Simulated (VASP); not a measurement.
# Al (Fm-3m) in VASP: single point with RPBE

Aim: the single point of Al with RPBE.

Program: VASP 6.6.1. These are calculated values, not measurements. Logs are shortened: lines on timing, memory, paths and dates and some standing lists are left out, and cuts for length are marked.

## 1. The cell of the first run

It takes space group Fm-3m (No. 225, cubic). The conventional cell has a = 4.050 Å, b = 4.050 Å, c = 4.050 Å, α = 90.00°, β = 90.00°, γ = 90.00°. Al (site symmetry m-3m) has 12 Al at 2.86 Å within 3.8 Å.

## 2. Single point, RPBE

Contents of INCAR:

```
SYSTEM = Al
  PREC = Accurate
  ENCUT = 500
  EDIFF = 1E-6
  ISMEAR = 0
  SIGMA = 0.1
  LREAL = .False.
  LASPH = .True.
  NELM = 120
  ALGO = Normal
  ISIF = 2
  LWAVE = .False.
  LCHARG = .False.
  GGA = RP
  NBANDS = 8
  GGA_COMPAT = .False.
```

Contents of KPOINTS:

```
regular mesh
0
Gamma
  12 12 12
  0 0 0
```

Contents of POSCAR:

```
Al
1.0
    0.0000000000      2.0248050000      2.0248050000
    2.0248050000      0.0000000000      2.0248050000
    2.0248050000      2.0248050000      0.0000000000
Al
1
Direct
    0.0000000000      0.0000000000      0.0000000000
```

Potentials or basis: VASP PAW PBE potentials, release 64 (Al).

Launch:

```bash
> cat potpaw_PBE.64/Al/POTCAR > POTCAR
> mpirun -np 1 vasp_std > vasp.out
```

OUTCAR:

```text
SYSTEM = Al
   PREC = Accurate
   ENCUT = 500
   EDIFF = 1E-6
   ISMEAR = 0
   LREAL = .False.
   LASPH = .True.
   NELM = 120
   ISIF = 2
   GGA = RP

 ion  position               nearest neighbor table
   1  0.000  0.000  0.000-

  LATTYP: Found a face centered cubic cell.
 ALAT       =     4.0496100000

  Lattice vectors:

 A1 = (   0.0000000000,   2.0248050000,   2.0248050000)
 A2 = (   2.0248050000,   0.0000000000,   2.0248050000)
 A3 = (   2.0248050000,   2.0248050000,   0.0000000000)

Analysis of symmetry for initial positions (statically):
=====================================================================
 Subroutine PRICEL returns:
 Original cell was already a primitive cell.

 Routine SETGRP: Setting up the symmetry group for a
 face centered cubic supercell.

 Subroutine GETGRP returns: Found 48 space group operations
 (whereof 48 operations were pure point group operations)
 out of a pool of 48 trial point group operations.

The static configuration has the point symmetry O_h .

Analysis of symmetry for dynamics (positions and initial velocities):
=====================================================================
 Subroutine PRICEL returns:
 Original cell was already a primitive cell.

 Routine SETGRP: Setting up the symmetry group for a
 face centered cubic supercell.

 Subroutine GETGRP returns: Found 48 space group operations
 (whereof 48 operations were pure point group operations)
 out of a pool of 48 trial point group operations.

The dynamic configuration has the point symmetry O_h .

 Subroutine INISYM returns: Found 48 space group operations
 (whereof 48 operations are pure point group operations),
 and found     1 'primitive' translations

----------------------------------------------------------------------------------------

                                     Primitive cell

  volume of cell :      16.6027

  direct lattice vectors                    reciprocal lattice vectors
     0.000000000  2.024805000  2.024805000    -0.246937359  0.246937359  0.246937359
     2.024805000  0.000000000  2.024805000     0.246937359 -0.246937359  0.246937359
     2.024805000  2.024805000  0.000000000     0.246937359  0.246937359 -0.246937359

  length of vectors
     2.863506692  2.863506692  2.863506692     0.427708053  0.427708053  0.427708053

  position of ions in fractional coordinates (direct lattice)
     0.000000000  0.000000000  0.000000000

  ion indices of the primitive-cell ions
   primitive index   ion index
                 1           1

----------------------------------------------------------------------------------------

 KPOINTS: regular mesh

Automatic generation of k-mesh.
 Grid dimensions read from file:
 generate k-points for:   12   12   12

 Generating k-lattice:

  Cartesian coordinates                     Fractional coordinates (reciprocal lattice)
    -0.020578113  0.020578113  0.020578113     0.083333333  0.000000000  0.000000000
     0.020578113 -0.020578113  0.020578113     0.000000000  0.083333333  0.000000000
     0.020578113  0.020578113 -0.020578113     0.000000000  0.000000000  0.083333333

  Length of vectors
     0.035642338  0.035642338  0.035642338

  Shift w.r.t. Gamma in fractional coordinates (k-lattice)
     0.000000000  0.000000000  0.000000000

 Subroutine IBZKPT returns following result:
 ===========================================

 Found     72 irreducible k-points:

 Following reciprocal coordinates:
            Coordinates               Weight
  0.000000  0.000000  0.000000      1.000000
  0.083333  0.000000  0.000000      8.000000
  0.166667  0.000000  0.000000      8.000000
  0.250000  0.000000  0.000000      8.000000
  0.333333  0.000000  0.000000      8.000000
  0.416667  0.000000  0.000000      8.000000
[... 16 lines left out ...]
  0.500000  0.166667  0.000000     24.000000
 -0.416667  0.166667  0.000000     24.000000
 [... further k-points ...]
   k-points           NKPTS =     72   k-points in BZ     NKDIM =     72   number of bands    NBANDS=      8
   number of dos      NEDOS =    301   number of ions     NIONS =      1
   total plane-waves  NPLWV =  13824
   dimension x,y,z NGX =    24 NGY =   24 NGZ =   24
   dimension x,y,z NGXF=    48 NGYF=   48 NGZF=   48
   ions per type =               1
   NGX,Y,Z   is equivalent  to a cutoff of  13.93, 13.93, 13.93 a.u.
   NGXF,Y,Z  is equivalent  to a cutoff of  27.87, 27.87, 27.87 a.u.
 SYSTEM =  Al
   PREC   = accura    normal or accurate (medium, high low for compatibility)
   ISTART =      0    job   : 0-new  1-cont  2-samecut
   ICHARG =      2    charge: 1-file 2-atom 10-const
   ISPIN  =      1    spin polarized calculation?
   LNONCOLLINEAR =      F non collinear calculations
   LSORBIT =      F    spin-orbit coupling
   LASPH  =      T    aspherical Exc in radial PAW
   ENCUT  =  500.0 eV  36.75 Ry    6.06 a.u.   5.22  5.22  5.22*2*pi/ulx,y,z
   NELM   =    120;   NELMIN=  2; NELMDL= -5     # of ELM steps
   EDIFF  = 0.1E-05   stopping-criterion for ELM
   LREAL  =      F    real-space projection
   EDIFFG = 0.1E-04   stopping-criterion for IOM
   NSW    =      0    number of steps for IOM
   IBRION =     -1    ionic relax: 0-MD 1-quasi-New 2-CG
   NFREE  =      0    steps in history (QN), initial steepest desc. (CG)
   ISIF   =      2    stress and relaxation
   ISYM   =      2    0-nonsym 1-usesym 2-fastsym
   POTIM  = 0.5000    time-step for ionic-motion
   TEBEG  =    0.0;   TEEND  =   0.0 temperature during run
   PSTRESS=    0.0 pullay stress
   NELECT =       3.0000    total number of electrons
   NUPDOWN=      -1.0000    fix difference up-down
   EMIN   =  10.00;   EMAX   =-10.00  energy-range for DOS
   EFERMI =   0.00;   METHOD = LEGACY
   ISMEAR =     0;   SIGMA  =   0.10  broadening in eV -4-tet -1-fermi 0-gaus
   EFERMI_NEDOS =   21; number of points for ismear=-14 and -15
   IALGO  =     38    algorithm
   IMIX   =      4    mixing-type and parameters
     AMIX     =   0.40;   BMIX     =  1.00
     AMIX_MAG =   1.60;   BMIX_MAG =  1.00
  volume/ion in A,a.u.               =      16.60       112.04
  Fermi-wavevector in a.u.,A,eV,Ry     =   0.925526  1.748991 11.654733  0.856599
  Thomas-Fermi vector in A             =   2.051390
   LORBIT       =      0    0 simple, 1 ext, 2 COOP (PROOUT), +10 PAW based schemes
   GGA     = RP    functional components
   LHFCALC =     F    Hartree Fock is set to
   AEXX    =    0.0000 exact exchange contribution
   IVDW    =     0    specifies the selected vdW correction
   LEPSILON=     F    determine dielectric tensor
   LRPA    =     F    only Hartree local field effects (RPA)
 non-spin polarized calculation
 Gauss-broadening in eV      SIGMA  =   0.10
  energy-cutoff  :      500.00
  volume of cell :       16.60
 maximum number of plane-waves:       444
 NGX is ok and might be reduce to    24
   NGX = 11   NGY = 11   NGZ = 11

 number of electron       3.0000000 magnetization

 Free energy of the ion-electron system (eV)
  ---------------------------------------------------
  ext. energy  EPLUGINS =         0.00000000
  ---------------------------------------------------
  free energy    TOTEN  =        -3.51569579 eV

  energy without entropy =       -3.51403343  energy(sigma->0) =       -3.51486461

 E-fermi :   7.9022     XC(G=0): -10.1175

 val. band max:        7.7936232076   @ k =   0.5000   0.2500   0.0833
 cond. band min:       7.9752513042   @ k =  -0.4167   0.4167   0.0833
 fundamental gap:      0.1816280965
 Fermi energy:         7.9021819833

 k-point     1 :       0.0000    0.0000    0.0000
  band No.  band energies     occupation
      1      -3.0643      2.00000
      2      20.5939      0.00000
      3      20.5939      0.00000
      4      20.5939      0.00000
      5      22.1686      0.00000
      6      22.1686      0.00000
      7      22.1686      0.00000
      8      24.3771      0.00000

 k-point     2 :       0.0833    0.0000    0.0000
  band No.  band energies     occupation
      1      -2.8763      2.00000
      2      18.0033      0.00000
      3      20.0466      0.00000
      4      20.0466      0.00000
      5      22.7832      0.00000
      6      23.0064      0.00000
      7      23.0064      0.00000
      8      26.2179      0.00000

 k-point     3 :       0.1667    0.0000    0.0000
  band No.  band energies     occupation
      1      -2.3136      2.00000
      2      14.6524      0.00000
      3      19.3575      0.00000
      4      19.3575      0.00000
      5      22.5790      0.00000
      6      24.0657      0.00000
      7      24.0657      0.00000
      8      25.2388      0.00000

 k-point     4 :       0.2500    0.0000    0.0000
  band No.  band energies     occupation
      1      -1.3809      2.00000
      2      11.4602      0.00000
      3      18.9202      0.00000
      4      18.9202      0.00000
      5      22.3391      0.00000
      6      22.7640      0.00000
      7      22.7640      0.00000
      8      26.7250      0.00000

 k-point     5 :       0.3333    0.0000    0.0000
  band No.  band energies     occupation
      1      -0.0852      2.00000
      2       8.5262      0.00000
      3      18.7831      0.00000
      4      18.7831      0.00000
      5      21.3694      0.00000
      6      21.3694      0.00000
      7      22.3090      0.00000
      8      25.3042      0.00000

 k-point     6 :       0.4167    0.0000    0.0000
  band No.  band energies     occupation
      1       1.5636      2.00000
      2       5.8881      2.00000
      3      18.9575      0.00000
      4      18.9575      0.00000
      5      20.2536      0.00000
      6      20.2536      0.00000
      7      22.5731      0.00000
      8      24.1057      0.00000

 k-point     7 :       0.5000    0.0000    0.0000
  band No.  band energies     occupation
      1       3.4400      2.00000
      2       3.6811      2.00000
      3      19.4354      0.00000
      4      19.4354      0.00000
      5      19.4598      0.00000
      6      19.4598      0.00000
      7      23.0511      0.00000
      8      23.3071      0.00000
[... 133 lines left out ...]
 k-point    20 :       0.2500    0.1667    0.0000
  band No.  band energies     occupation
      1      -1.3809      2.00000
      2      14.0487      0.00000
      3      16.3439      0.00000
      4      17.6139      0.00000
      5      18.4668      0.00000
      6      20.7266      0.00000
      7      27.4034      0.00000
      8      27.6812      0.00000

 k-point    21 :       0.3333    0.1667    0.0000
  band No.  band energies     occupation
      1      -0.3313      2.00000
      2      11.0213      0.00000
      3      15.9768      0.00000
      4      16.6813      0.00000
      5      17.6194      0.00000
      6      22.5267      0.00000
      7      26.1674      0.00000
      8      27.7084      0.00000

 k-point    22 :       0.4167    0.1667    0.0000
  band No.  band energies     occupation
      1       1.0761      2.00000
      2       8.2193      0.00001
      3      15.3012      0.00000
      4      15.9300      0.00000
      5      17.6414      0.00000
      6      24.7803      0.00000
      7      24.9535      0.00000
      8      27.7788      0.00000

 k-point    23 :       0.5000    0.1667    0.0000
  band No.  band energies     occupation
      1       2.8286      2.00000
      2       5.7067      2.00000
      3      14.2355      0.00000
      4      16.2041      0.00000
      5      17.9736      0.00000
      6      23.9781      0.00000
      7      26.3127      0.00000
      8      28.2402      0.00000

 k-point    24 :      -0.4167    0.1667    0.0000
  band No.  band energies     occupation
      1       3.4852      2.00000
      2       4.9378      2.00000
      3      13.5070      0.00000
      4      16.7997      0.00000
      5      18.6376      0.00000
      6      23.2916      0.00000
      7      25.9976      0.00000
      8      28.9301      0.00000

 [... further k-points ...]

------------------------ aborting loop because EDIFF is reached ----------------------------------------

  FORCE on cell =-STRESS in cart. coord.  units (eV):
  Direction    XX          YY          ZZ          XY          YZ          ZX
  --------------------------------------------------------------------------------------
  -------------------------------------------------------------------------------------
  Total        0.0988401      0.0988401      0.0988401     -0.0000000     -0.0000000      0.0000000
  in kB        9.5381476      9.5381476      9.5381476     -0.0000000     -0.0000000      0.0000000
  external PRESSURE =       9.5381476 kB  Pullay stress =       0.0000000 kB

 VOLUME and BASIS-vectors are now :
 -----------------------------------------------------------------------------
  energy-cutoff  :      500.00
  volume of cell :       16.60
      direct lattice vectors                 reciprocal lattice vectors
     0.000000000  2.024805000  2.024805000    -0.246937359  0.246937359  0.246937359
     2.024805000  0.000000000  2.024805000     0.246937359 -0.246937359  0.246937359
     2.024805000  2.024805000  0.000000000     0.246937359  0.246937359 -0.246937359

 POSITION                                       TOTAL-FORCE (eV/Angst)
 -----------------------------------------------------------------------------------
      0.00000      0.00000      0.00000         0.000000     -0.000000      0.000000
 -----------------------------------------------------------------------------------
    total drift:                                0.000000     -0.000000      0.000000

  FREE ENERGIE OF THE ION-ELECTRON SYSTEM (eV)
  ---------------------------------------------------
  free  energy   TOTEN  =        -3.5156957926 eV

  energy  without entropy=       -3.5140334320  energy(sigma->0) =       -3.51486461
```

Wall time 20 s (1 thread of AMD EPYC 7R13, shared host); peak memory 0.1 GiB.

Results:

```
Free energy : -3.5157 eV
Pressure    : 1.0 GPa
```

Levels at points of the mesh, in eV from the Fermi level:
```
           k point  band 1  band 2  band 3  band 4
(0.00, 0.00, 0.00)  -10.97   12.69   12.69   12.69
(0.50, 0.00, 0.00)   -4.46   -4.22   11.53   11.53
(0.50, 0.50, 0.00)   -2.79   -1.46    5.34    5.72
```

Caveat: the PAW data sets were made with another functional, which shifts forces and pressure a little.
